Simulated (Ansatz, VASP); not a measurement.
## Si2Ge in VASP and in Ansatz

```
Si Ge
1.0
     2.86861    0.00000    0.00000
    -1.43431    2.48429    0.00000
     0.00000    0.00000   13.70355
Si Ge
4 2
Cartesian
  0.0000 1.6562 0.0000
  1.4343 0.8281 11.5859
  1.4343 0.8281 2.1176
  1.4343 0.8281 6.8518
  0.0000 1.6562 9.1859
  0.0000 1.6562 4.5176
```

Alike in both runs: task relaxation of cell and atoms; functional PBE; k mesh 18 × 18 × 4; occupations gaussian, width 0.1 eV; no spin polarisation.

|  | VASP | Ansatz |
| --- | --- | --- |
| version | VASP 6.6.1 | Ansatz 0.2.0 |
| potentials or method | VASP PAW PBE potentials, release 64 (Si, Ge_d), cutoff 500 eV | scalar-relativistic, plane waves, PAW |
| valence electrons in the cell | 44 | 44 |

|  | VASP | Ansatz | Ansatz less VASP |
| --- | --- | --- | --- |
| gap on the k mesh at the Fermi level, each at its own relaxed structure (eV) | none | none | - |
| relaxed volume (Å³/atom) | 16.27 | 16.25 | -0.023 |
| relaxed length of the cell vector where the two differ most in proportion (Å) | 2.822 | 2.819 | -0.0027 |

A gap of «none» marks a metal or a gap that the smearing closes.

Noted on VASP's run: too few bands were computed for a metal, which touches its energy and stress.
